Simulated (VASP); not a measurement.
# BN (I4/mmm) in VASP: single point with PBE

Aim: the single point of BN with PBE.

All numbers are computed with VASP 6.6.1; they aren't measurements. Logs are shortened: lines on timing, memory, paths and dates and some standing lists are left out, and cuts for length are marked.

## (1) The cell of the first run

The structure is tetragonal, space group I4/mmm (No. 139). The conventional cell has a = 2.469 Å, b = 2.469 Å, c = 3.445 Å, α = 90.00°, β = 90.00°, γ = 90.00°. B (site symmetry 4/mmm) has 6 N at 1.72 to 1.75 Å within 2.3 Å. Within 2.3 Å of N (site symmetry 4/mmm) lie 6 B at 1.72 to 1.75 Å.

## (2) Single point, PBE (uniaxial x strain -1.4%)

File INCAR:

```
SYSTEM = BN
ALGO = Normal
EDIFF = 1E-7
ENCUT = 520
GGA = PE
ISIF = 2
ISMEAR = -1
LASPH = .TRUE.
LCHARG = .TRUE.
LELF = .TRUE.
LREAL = .FALSE.
LVHAR = .TRUE.
LWAVE = .FALSE.
NBANDS = 11
NELM = 100
PREC = Accurate
SIGMA = 0.02
```

File KPOINTS:

```
k-points
0
G
  12 12 12
  0 0 0
```

File POSCAR:

```
BN
1.0
    0.0000000000      1.7458259346      1.7458259346
    1.7222572845      0.0000000000      1.7458259346
    1.7222572845      1.7458259346      0.0000000000
B N
1 1
Direct
    0.0000000000      0.0000000000      0.0000000000
    0.5000000000      0.5000000000      0.5000000000
```

Potentials or basis: VASP PAW PBE potentials, release 64 (B, N).

Launch:

```
cat potpaw_PBE.64/B/POTCAR potpaw_PBE.64/N/POTCAR > POTCAR
mpirun -np 1 vasp_std > vasp.out
```

OUTCAR:

```text
SYSTEM = BN
   EDIFF = 1E-7
   ENCUT = 520
   GGA = PE
   ISIF = 2
   ISMEAR = -1
   LASPH = .TRUE.
   LREAL = .FALSE.
   NELM = 100
   PREC = Accurate

 ion  position               nearest neighbor table
   1  0.000  0.000  0.000-   2 1.72   2 1.72   2 1.75   2 1.75   2 1.75   2 1.75
   2  0.500  0.500  0.500-   1 1.72   1 1.72   1 1.75   1 1.75   1 1.75   1 1.75

  LATTYP: Found a body centered tetragonal cell.
 ALAT       =     2.4689707143
 C/A-ratio  =     1.3951216793

  Lattice vectors:

 A1 = (  -1.7222572845,   0.0000000000,  -1.7458259346)
 A2 = (  -1.7222572845,   0.0000000000,   1.7458259346)
 A3 = (   1.7222572845,   1.7458259346,   0.0000000000)

Analysis of symmetry for initial positions (statically):
=====================================================================
 Subroutine PRICEL returns:
 Original cell was already a primitive cell.

 Routine SETGRP: Setting up the symmetry group for a
 body centered tetragonal supercell.

 Subroutine GETGRP returns: Found 16 space group operations
 (whereof 16 operations were pure point group operations)
 out of a pool of 16 trial point group operations.

The static configuration has the point symmetry D_4h.

Analysis of symmetry for dynamics (positions and initial velocities):
=====================================================================
 Subroutine PRICEL returns:
 Original cell was already a primitive cell.

 Routine SETGRP: Setting up the symmetry group for a
 body centered tetragonal supercell.

 Subroutine GETGRP returns: Found 16 space group operations
 (whereof 16 operations were pure point group operations)
 out of a pool of 16 trial point group operations.

The dynamic configuration has the point symmetry D_4h.

 Subroutine INISYM returns: Found 16 space group operations
 (whereof 16 operations are pure point group operations),
 and found     1 'primitive' translations

----------------------------------------------------------------------------------------

                                     Primitive cell

  volume of cell :      10.4986

  direct lattice vectors                    reciprocal lattice vectors
     0.000000000  1.745825935  1.745825935    -0.290316670  0.286397395  0.286397395
     1.722257284  0.000000000  1.745825935     0.290316670 -0.286397395  0.286397395
     1.722257284  1.745825935  0.000000000     0.290316670  0.286397395 -0.286397395

  length of vectors
[... 83 lines left out ...]
   LREAL  =      F    real-space projection
   EDIFFG = 0.1E-05   stopping-criterion for IOM
   NSW    =      0    number of steps for IOM
   IBRION =     -1    ionic relax: 0-MD 1-quasi-New 2-CG
   NFREE  =      0    steps in history (QN), initial steepest desc. (CG)
   ISIF   =      2    stress and relaxation
   ISYM   =      2    0-nonsym 1-usesym 2-fastsym
   POTIM  = 0.5000    time-step for ionic-motion
   TEBEG  =    0.0;   TEEND  =   0.0 temperature during run
   PSTRESS=    0.0 pullay stress
   NELECT =       8.0000    total number of electrons
   NUPDOWN=      -1.0000    fix difference up-down
   EMIN   =  10.00;   EMAX   =-10.00  energy-range for DOS
   EFERMI =   0.00;   METHOD = LEGACY
   ISMEAR =    -1;   SIGMA  =   0.02  broadening in eV -4-tet -1-fermi 0-gaus
   EFERMI_NEDOS =   21; number of points for ismear=-14 and -15
   IALGO  =     38    algorithm
   IMIX   =      4    mixing-type and parameters
     AMIX     =   0.40;   BMIX     =  1.00
     AMIX_MAG =   1.60;   BMIX_MAG =  1.00
  volume/ion in A,a.u.               =       5.25        35.42
  Fermi-wavevector in a.u.,A,eV,Ry     =   1.495300  2.825706 30.421547  2.235921
  Thomas-Fermi vector in A             =   2.607462
   LORBIT       =      0    0 simple, 1 ext, 2 COOP (PROOUT), +10 PAW based schemes
   GGA     = PE    functional components
   LHFCALC =     F    Hartree Fock is set to
   AEXX    =    0.0000 exact exchange contribution
   IVDW    =     0    specifies the selected vdW correction
   LEPSILON=     F    determine dielectric tensor
   LRPA    =     F    only Hartree local field effects (RPA)
 non-spin polarized calculation
  energy-cutoff  :      520.00
  volume of cell :       10.50
 maximum number of plane-waves:       295
   NGX =  9   NGY =  9   NGZ =  9

 number of electron       7.9999997 magnetization

 Free energy of the ion-electron system (eV)
  ---------------------------------------------------
  ext. energy  EPLUGINS =         0.00000000
  ---------------------------------------------------
  free energy    TOTEN  =       -13.93713830 eV

  energy without entropy =      -13.93713830  energy(sigma->0) =      -13.93713830

 E-fermi :  11.0570     XC(G=0): -13.8281

 val. band max:       10.6596963863   @ k =   0.3333   0.1667   0.1667
 cond. band min:      11.7426721215   @ k =   0.0000   0.5000   0.5000
 fundamental gap:      1.0829757352
 Fermi energy:        11.0569779381

 k-point     1 :       0.0000    0.0000    0.0000
  band No.  band energies     occupation
      1     -12.0979      2.00000
      2       9.4986      2.00000
      3       9.8183      2.00000
      4       9.8183      2.00000
      5      20.1137      0.00000
      6      22.5839      0.00000
      7      22.5839      0.00000
      8      23.3348      0.00000
      9      29.1970      0.00000
     10      29.1970      0.00000
     11      29.4137      0.00000
[... 309 lines left out ...]
 k-point    24 :      -0.4167    0.1667    0.0000
  band No.  band energies     occupation
      1      -6.2854      2.00000
      2      -1.3616      2.00000
      3       5.9998      2.00000
      4       8.6764      2.00000
      5      15.7568      0.00000
      6      17.7540      0.00000
      7      20.8106      0.00000
      8      25.2310      0.00000
      9      32.6322      0.00000
     10      35.4522      0.00000
     11      39.9796      0.00000

 [... further k-points ...]
[... 5 lines left out ...]
  --------------------------------------------------------------------------------------
  -------------------------------------------------------------------------------------
  Total        0.7822307      0.5448441      0.5448441      0.0000000      0.0000000      0.0000000
  in kB      119.3755889     83.1482097     83.1482097      0.0000000      0.0000000      0.0000000
  external PRESSURE =      95.2240027 kB  Pullay stress =       0.0000000 kB

 VOLUME and BASIS-vectors are now :
 -----------------------------------------------------------------------------
  energy-cutoff  :      520.00
  volume of cell :       10.50
      direct lattice vectors                 reciprocal lattice vectors
     0.000000000  1.745825935  1.745825935    -0.290316670  0.286397395  0.286397395
     1.722257284  0.000000000  1.745825935     0.290316670 -0.286397395  0.286397395
     1.722257284  1.745825935  0.000000000     0.290316670  0.286397395 -0.286397395

 POSITION                                       TOTAL-FORCE (eV/Angst)
 -----------------------------------------------------------------------------------
      0.00000      0.00000      0.00000        -0.000000      0.000000     -0.000000
      1.72226      1.74583      1.74583         0.000000      0.000000      0.000000
 -----------------------------------------------------------------------------------
    total drift:                               -0.000000     -0.000000     -0.000000

  FREE ENERGIE OF THE ION-ELECTRON SYSTEM (eV)
  ---------------------------------------------------
  free  energy   TOTEN  =       -13.9371382975 eV

  energy  without entropy=      -13.9371382975  energy(sigma->0) =      -13.93713830
```

Wall time 8.9 s (1 thread of Intel Xeon Platinum 8488C (Sapphire Rapids), shared host); peak memory 0.12 GiB.

What came out:

| Property | Result |
| --- | --- |
| Free energy | -13.9371 eV |
| Pressure | 9.5 GPa |
| Band gap on the k mesh | 1.08 eV, indirect (least direct gap 5.75 eV) |

Levels at points of the mesh, in eV from the valence-band top:
| k point | band 2 | band 3 | band 4 | band 5 | band 6 | band 7 |
| --- | --- | --- | --- | --- | --- | --- |
| (0.00, 0.00, 0.00) | -1.16 | -0.84 | -0.84 | 9.45 | 11.92 | 11.92 |
| (0.50, 0.00, 0.00) | -12.78 | -0.77 | -0.66 | 5.09 | 5.26 | 7.37 |
| (0.50, 0.50, 0.00) | -12.13 | -5.91 | -5.56 | 1.40 | 8.82 | 14.48 |
| (0.00, 0.50, 0.50) | -12.10 | -5.87 | -5.87 | 1.08 | 8.61 | 14.68 |

Caveat: the cell differs from its parent crystal (uniaxial x strain -1.4%). A k mesh can miss the band edges.
